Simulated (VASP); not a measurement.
A run of VASP 6.6.1 is set up as follows.

File INCAR:

```
SYSTEM = NdS5
PREC     = Accurate       ! precision mode
ENCUT    = 520            ! plane-wave cutoff, eV
EDIFF    = 1E-6           ! SCF threshold, eV
ISMEAR   = 0              ! smearing method
SIGMA    = 0.1            ! smearing width, eV
LREAL    = .False.        ! projectors in reciprocal space
LASPH    = .True.         ! aspherical terms in the spheres
NELM     = 100            ! most SCF steps
ALGO     = Normal         ! electronic algorithm
ISIF     = 2              ! what is computed and relaxed
LWAVE    = .False.        ! write WAVECAR
LCHARG   = .False.        ! write CHGCAR
GGA      = PE             ! functional
NBANDS   = 31             ! bands
```

KPOINTS

```
regular mesh
0
Gamma
  4 4 4
  0 0 0
```

POSCAR

```
NdS5
1.0
    5.4977344200      0.0000000000      0.0000000000
    0.0000000000      5.4977344200      0.0000000000
    0.0000000000      0.0000000000      5.4977344200
Nd S
1 5
Direct
    0.5000000000      0.5000000000      0.5000000000
    0.2610159800      0.2610159800      0.2610159800
    0.7389840200      0.7389840200      0.2610159800
    0.7389840200      0.2610159800      0.7389840200
    0.2610159800      0.7389840200      0.7389840200
    0.0000000000      0.0000000000      0.0000000000
```

Potentials or basis: VASP PAW PBE potentials, release 64 (Nd, S).

Command:

```console
$ cat potpaw_PBE.64/Nd/POTCAR potpaw_PBE.64/S/POTCAR > POTCAR
$ mpirun -np 1 vasp_std > vasp.out
```

Question: What does it give for the pressure?

Answer: 5.1 GPa.

Question: Predict the largest force.

Answer: 3.110 eV/Å.

Question: Predict the band gap on the k mesh.

Answer: Zero (band 22 reaches 2.37 eV, above the bottom of band 23 at 2.04 eV).

Forces in eV/Å, atoms in the order of the input:
```
Nd   0.000  0.000  0.000
S   -1.796 -1.796 -1.796
S    1.796  1.796 -1.796
S    1.796 -1.796  1.796
S   -1.796  1.796  1.796
S    0.000  0.000  0.000
```

Caveat: spin-orbit coupling is left out, which moves the levels of the heavy elements; the run has no spin polarisation, though such a crystal can be magnetic; without U or exact exchange the open f shell lies at the Fermi level, which spoils levels, moments and volumes; forces of over 1 eV/Å act on the atoms, so gaps and moduli don't describe the material at rest. Spin polarisation is off, so any magnetic state and its effect on volume and gap are missing.
